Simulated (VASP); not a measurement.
# MnSn2 (I4/mcm) in VASP: single point with PBEsol

Aim: the single point of MnSn2 with PBEsol.

Everything below comes from runs of VASP 6.6.1. Logs are shortened: lines on timing, memory, paths and dates and some standing lists are left out, and cuts for length are marked.

### 1 The cell of the first run

The structure is tetragonal, space group I4/mcm (No. 140). Conventional cell: a = 6.646 Å, b = 6.646 Å, c = 5.425 Å, α = 90.00°, β = 90.00°, γ = 90.00°. Mn (site symmetry 422) has 2 Mn at 2.71 Å and 8 Sn at 2.83 Å within 3.6 Å. Within 3.7 Å of Sn (site symmetry m2m) lie 4 Mn at 2.83 Å and 11 Sn at 3.12 to 3.51 Å.

### 2 Single point, PBEsol, collinear spin, ferromagnetic start

The input, INCAR:

```
  PREC = Accurate
  ENCUT = 520
  EDIFF = 1E-6
  ISMEAR = 0
  SIGMA = 0.1
  LREAL = False
  LASPH = True
  NELM = 150
  ALGO = Normal
  ISIF = 2
  LWAVE = False
  LCHARG = False
  ISPIN = 2
  MAGMOM = 2.44 2.44 0 0 0 0
  LORBIT = 11
  LMAXMIX = 4
  GGA = PS
  NBANDS = 54
  KPAR = 4
```

The input, KPOINTS:

```
regular mesh
0
Gamma
  8 8 8
```

The input, POSCAR:

```
MnSn2
1.0
   -3.3230000000      3.3230000000      2.7125000000
    3.3230000000     -3.3230000000      2.7125000000
    3.3230000000      3.3230000000     -2.7125000000
Mn Sn
2 4
Direct
    0.7500000000      0.7500000000      0.0000000000
    0.2500000000      0.2500000000      0.0000000000
    0.1660619427      0.6660619427      0.8321238854
    0.6660619427      0.8339380573      0.5000000000
    0.8339380573      0.3339380573      0.1678761146
    0.3339380573      0.1660619427      0.5000000000
```

Potentials or basis: VASP PAW PBE potentials, release 64 (Mn_pv, Sn_d).

On the command line:

```
$ cat potpaw_PBE.64/Mn_pv/POTCAR potpaw_PBE.64/Sn_d/POTCAR > POTCAR
$ mpirun -np 4 vasp_std > vasp.out
```

OUTCAR:

```text
PREC = Accurate
   ENCUT = 520
   EDIFF = 1E-6
   ISMEAR = 0
   LREAL = False
   LASPH = True
   NELM = 150
   ISIF = 2
   ISPIN = 2
   LORBIT = 11
   GGA = PS

 ion  position               nearest neighbor table
   1  0.750  0.750  0.000-   2 2.71   2 2.71   5 2.83   3 2.83   3 2.83   5 2.83   4 2.83   6 2.83
                             4 2.83   6 2.83
   2  0.250  0.250  0.000-   1 2.71   1 2.71   5 2.83   3 2.83   3 2.83   5 2.83   6 2.83   4 2.83
                             4 2.83   6 2.83
   3  0.166  0.666  0.832-   1 2.83   2 2.83   1 2.83   2 2.83   5 3.12   5 3.14   5 3.14   4 3.50
                             6 3.50   6 3.50   4 3.50   4 3.51   6 3.51   6 3.51   4 3.51
   4  0.666  0.834  0.500-   2 2.83   1 2.83   1 2.83   2 2.83   6 3.12   6 3.14   6 3.14   3 3.50
                             5 3.50   3 3.50   5 3.50   3 3.51   5 3.51   5 3.51   3 3.51
   5  0.834  0.334  0.168-   1 2.83   2 2.83   1 2.83   2 2.83   3 3.12   3 3.14   3 3.14   6 3.50
                             4 3.50   6 3.50   4 3.50   6 3.51   4 3.51   6 3.51   4 3.51
   6  0.334  0.166  0.500-   1 2.83   2 2.83   2 2.83   1 2.83   4 3.12   4 3.14   4 3.14   3 3.50
                             5 3.50   3 3.50   5 3.50   3 3.51   5 3.51   3 3.51   5 3.51

  LATTYP: Found a body centered tetragonal cell.
 ALAT       =     6.6460000000
 C/A-ratio  =     0.8162804695

  Lattice vectors:

 A1 = (  -3.3230000000,   3.3230000000,   2.7125000000)
 A2 = (   3.3230000000,  -3.3230000000,   2.7125000000)
 A3 = (   3.3230000000,   3.3230000000,  -2.7125000000)

Analysis of symmetry for initial positions (statically):
=====================================================================
 Subroutine PRICEL returns:
 Original cell was already a primitive cell.

 Routine SETGRP: Setting up the symmetry group for a
 body centered tetragonal supercell.

 Subroutine GETGRP returns: Found 16 space group operations
 (whereof  8 operations were pure point group operations)
 out of a pool of 16 trial point group operations.

The static configuration has the point symmetry C_4h.
 The point group associated with its full space group is D_4h.

Analysis of symmetry for dynamics (positions and initial velocities):
=====================================================================
 Subroutine PRICEL returns:
 Original cell was already a primitive cell.

 Routine SETGRP: Setting up the symmetry group for a
 body centered tetragonal supercell.

 Subroutine GETGRP returns: Found 16 space group operations
 (whereof  8 operations were pure point group operations)
 out of a pool of 16 trial point group operations.

The dynamic configuration has the point symmetry C_4h.
 The point group associated with its full space group is D_4h.

Analysis of structural, dynamic, and magnetic symmetry:
=====================================================================
 Subroutine PRICEL returns:
 Original cell was already a primitive cell.

 Routine SETGRP: Setting up the symmetry group for a
 body centered tetragonal supercell.

 Subroutine GETGRP returns: Found 16 space group operations
 (whereof  8 operations were pure point group operations)
 out of a pool of 16 trial point group operations.

The overall configuration has the point symmetry C_4h.
 The point group associated with its full space group is D_4h.

 Subroutine INISYM returns: Found 16 space group operations
 (whereof  8 operations are pure point group operations),
 and found     1 'primitive' translations

----------------------------------------------------------------------------------------

                                     Primitive cell

  volume of cell :     119.8093

  direct lattice vectors                    reciprocal lattice vectors
    -3.323000000  3.323000000  2.712500000     0.000000000  0.150466446  0.184331797
     3.323000000 -3.323000000  2.712500000     0.150466446  0.000000000  0.184331797
     3.323000000  3.323000000 -2.712500000     0.150466446  0.150466446  0.000000000

  length of vectors
     5.426077243  5.426077243  5.426077243     0.237946134  0.237946134  0.212791689

  position of ions in fractional coordinates (direct lattice)
     0.750000000  0.750000000  0.000000000
     0.250000000  0.250000000  0.000000000
     0.166061943  0.666061943  0.832123885
     0.666061943  0.833938057  0.500000000
     0.833938057  0.333938057  0.167876115
     0.333938057  0.166061943  0.500000000
[... 41 lines left out ...]
  0.375000  0.000000 -0.000000      8.000000
  0.500000  0.000000 -0.000000      4.000000
  0.125000  0.125000 -0.000000      8.000000
[... 16 lines left out ...]
  0.250000  0.125000  0.125000     16.000000
  0.375000  0.125000  0.125000      8.000000
 [... further k-points ...]
   k-points           NKPTS =     59   k-points in BZ     NKDIM =     59   number of bands    NBANDS=     54
   number of dos      NEDOS =    301   number of ions     NIONS =      6
   total plane-waves  NPLWV =  64000
   dimension x,y,z NGX =    40 NGY =   40 NGZ =   40
   dimension x,y,z NGXF=    80 NGYF=   80 NGZF=   80
   ions per type =               2   4
   NGX,Y,Z   is equivalent  to a cutoff of  12.26, 12.26, 12.26 a.u.
   NGXF,Y,Z  is equivalent  to a cutoff of  24.51, 24.51, 24.51 a.u.
 SYSTEM =  unknown system
   PREC   = accura    normal or accurate (medium, high low for compatibility)
   ISTART =      0    job   : 0-new  1-cont  2-samecut
   ICHARG =      2    charge: 1-file 2-atom 10-const
   ISPIN  =      2    spin polarized calculation?
   LNONCOLLINEAR =      F non collinear calculations
   LSORBIT =      F    spin-orbit coupling
   LASPH  =      T    aspherical Exc in radial PAW
   ENCUT  =  520.0 eV  38.22 Ry    6.18 a.u.  10.09 10.09 10.09*2*pi/ulx,y,z
   NELM   =    150;   NELMIN=  2; NELMDL= -5     # of ELM steps
   EDIFF  = 0.1E-05   stopping-criterion for ELM
   LREAL  =      F    real-space projection
[... 7 lines left out ...]
   TEBEG  =    0.0;   TEEND  =   0.0 temperature during run
   PSTRESS=    0.0 pullay stress
   NELECT =      82.0000    total number of electrons
   NUPDOWN=      -1.0000    fix difference up-down
   EMIN   =  10.00;   EMAX   =-10.00  energy-range for DOS
   EFERMI =   0.00;   METHOD = LEGACY
   ISMEAR =     0;   SIGMA  =   0.10  broadening in eV -4-tet -1-fermi 0-gaus
   EFERMI_NEDOS =   21; number of points for ismear=-14 and -15
   IALGO  =     38    algorithm
   IMIX   =      4    mixing-type and parameters
     AMIX     =   0.40;   BMIX     =  1.00
     AMIX_MAG =   1.60;   BMIX_MAG =  1.00
  volume/ion in A,a.u.               =      19.97       134.75
  Fermi-wavevector in a.u.,A,eV,Ry     =   1.442722  2.726349 28.319801  2.081447
  Thomas-Fermi vector in A             =   2.561210
   LORBIT       =     11    0 simple, 1 ext, 2 COOP (PROOUT), +10 PAW based schemes
   GGA     = PS    functional components
   LHFCALC =     F    Hartree Fock is set to
   AEXX    =    0.0000 exact exchange contribution
   IVDW    =     0    specifies the selected vdW correction
   LEPSILON=     F    determine dielectric tensor
   LRPA    =     F    only Hartree local field effects (RPA)
 spin polarized calculation
 Gauss-broadening in eV      SIGMA  =   0.10
  energy-cutoff  :      520.00
  volume of cell :      119.81
 maximum number of plane-waves:      3258
   NGX = 21   NGY = 21   NGZ = 21

 number of electron      82.0000052 magnetization       4.5624503

 Free energy of the ion-electron system (eV)
  ---------------------------------------------------
  ext. energy  EPLUGINS =         0.00000000
  ---------------------------------------------------
  free energy    TOTEN  =       -36.51216949 eV

  energy without entropy =      -36.49670939  energy(sigma->0) =      -36.50443944

 E-fermi :   9.3742     XC(G=0): -11.5947

 val. band max:        9.3678174536   @ k =   0.2500   0.2500   0.2500
 cond. band min:       9.3762090003   @ k =  -0.2500   0.3750   0.2500
 fundamental gap:      0.0083915466
 Fermi energy:         9.3742381735

 spin component 1

 k-point     1 :       0.0000    0.0000    0.0000
  band No.  band energies     occupation
      1     -39.5060      1.00000
      2     -39.5060      1.00000
      3     -39.4897      1.00000
      4     -39.4897      1.00000
      5     -39.3712      1.00000
      6     -39.2106      1.00000
[... 1333 lines left out ...]
     52      13.7087      0.00000
     53      14.7838      0.00000

 [... further k-points ...]

 spin component 2

 k-point     1 :       0.0000    0.0000    0.0000
  band No.  band energies     occupation
      1     -36.8797      1.00000
      2     -36.8797      1.00000
      3     -36.8627      1.00000
      4     -36.8610      1.00000
      5     -36.8610      1.00000
      6     -36.6818      1.00000
[... 1333 lines left out ...]
     52      13.9888      0.00000
     53      15.0829      0.00000

 [... further k-points ...]

 [bands above 53 left out]

------------------------ aborting loop because EDIFF is reached ----------------------------------------

  FORCE on cell =-STRESS in cart. coord.  units (eV):
  Direction    XX          YY          ZZ          XY          YZ          ZX
  --------------------------------------------------------------------------------------
  -------------------------------------------------------------------------------------
  Total       -3.4285835     -3.4285835     -3.4380775      0.0000000     -0.0000000      0.0000000
  in kB      -45.8495305    -45.8495305    -45.9764911      0.0000000     -0.0000000      0.0000000
  external PRESSURE =     -45.8918507 kB  Pullay stress =       0.0000000 kB

 VOLUME and BASIS-vectors are now :
 -----------------------------------------------------------------------------
  energy-cutoff  :      520.00
  volume of cell :      119.81
      direct lattice vectors                 reciprocal lattice vectors
    -3.323000000  3.323000000  2.712500000     0.000000000  0.150466446  0.184331797
     3.323000000 -3.323000000  2.712500000     0.150466446  0.000000000  0.184331797
     3.323000000  3.323000000 -2.712500000     0.150466446  0.150466446  0.000000000

 POSITION                                       TOTAL-FORCE (eV/Angst)
 -----------------------------------------------------------------------------------
      0.00000      0.00000      4.06875        -0.000000      0.000000     -0.000000
      0.00000      0.00000      1.35625         0.000000      0.000000     -0.000000
      4.42665      1.10365     -0.00000        -0.001634     -0.001634      0.000000
      2.21935      1.10365      2.71250         0.001634     -0.001634      0.000000
     -1.10365      2.21935      2.71250         0.001634      0.001634     -0.000000
      1.10365      2.21935      0.00000        -0.001634      0.001634     -0.000000
 -----------------------------------------------------------------------------------
    total drift:                               -0.000000     -0.000000      0.000000

  FREE ENERGIE OF THE ION-ELECTRON SYSTEM (eV)
  ---------------------------------------------------
  free  energy   TOTEN  =       -36.5121694895 eV

  energy  without entropy=      -36.4967093931  energy(sigma->0) =      -36.50443944

 total charge

# of ion       s       p       d       tot
------------------------------------------
    1        0.277   6.230   5.146  11.653
    2        0.277   6.230   5.146  11.653
    3        1.184   1.092  10.010  12.286
    4        1.184   1.092  10.010  12.286
    5        1.184   1.092  10.010  12.286
    6        1.184   1.092  10.010  12.286
--------------------------------------------------
tot          5.288  16.829  50.332  72.449

 magnetization (x)

# of ion       s       p       d       tot
------------------------------------------
    1        0.016   0.009   2.453   2.478
    2        0.016   0.009   2.453   2.478
    3       -0.013  -0.086   0.003  -0.097
    4       -0.013  -0.086   0.003  -0.097
    5       -0.013  -0.086   0.003  -0.097
    6       -0.013  -0.086   0.003  -0.097
--------------------------------------------------
tot         -0.021  -0.326   4.916   4.569
```

Run time: 4.7 min. Hardware: 4 MPI ranks of Oxide Virtual Turin-like, shared host; peak memory 0.63 GiB.

Results:

* Free energy: -36.5122 eV
* Pressure: -4.6 GPa
* Net moment: 4.56 μB per cell
* Site moments: Mn +2.48; Sn -0.10 μB
* Valence electrons inside the program's atomic spheres: Mn 11.65; Sn 12.29

Forces on the atoms (eV/Å):
```
Mn   0.000  0.000  0.000
Mn   0.000  0.000  0.000
Sn  -0.002 -0.002  0.000
Sn   0.002 -0.002  0.000
Sn   0.002  0.002  0.000
Sn  -0.002  0.002  0.000
```

Levels at points of the mesh, in eV from the Fermi level:
Spin up:
```tsv
k point	band 41	band 42	band 43	band 44	band 45	band 46
(0.00, 0.00, 0.00)	-1.56	-1.16	-0.97	-0.97	-0.01	0.02
(0.50, 0.00, 0.00)	-1.16	-1.16	-0.04	-0.04	1.67	1.67
(0.50, 0.50, 0.00)	-1.36	-1.05	-0.97	0.29	0.78	0.84
(0.50, 0.50, 0.50)	-1.04	0.05	0.34	1.65	2.28	2.55
```
Spin down:
```tsv
k point	band 35	band 36	band 37	band 38	band 39	band 40	band 41	band 42	band 43	band 44
(0.00, 0.00, 0.00)	-2.26	-2.26	-1.68	-1.67	-0.85	-0.59	0.22	0.51	1.61	1.61
(0.50, 0.00, 0.00)	-0.88	-0.88	-0.49	-0.49	0.43	0.43	0.93	0.93	1.34	1.34
(0.50, 0.50, 0.00)	-2.42	-1.95	-1.64	-0.73	0.03	0.09	0.45	1.47	1.62	1.91
(0.50, 0.50, 0.50)	-1.35	-0.72	-0.40	-0.14	0.62	0.83	1.45	1.45	1.76	2.11
```

Caveat: the cell stands under tension; the PAW data sets were made with another functional, which shifts forces and pressure a little; spin-orbit coupling is left out, which moves the levels of the heavy elements.
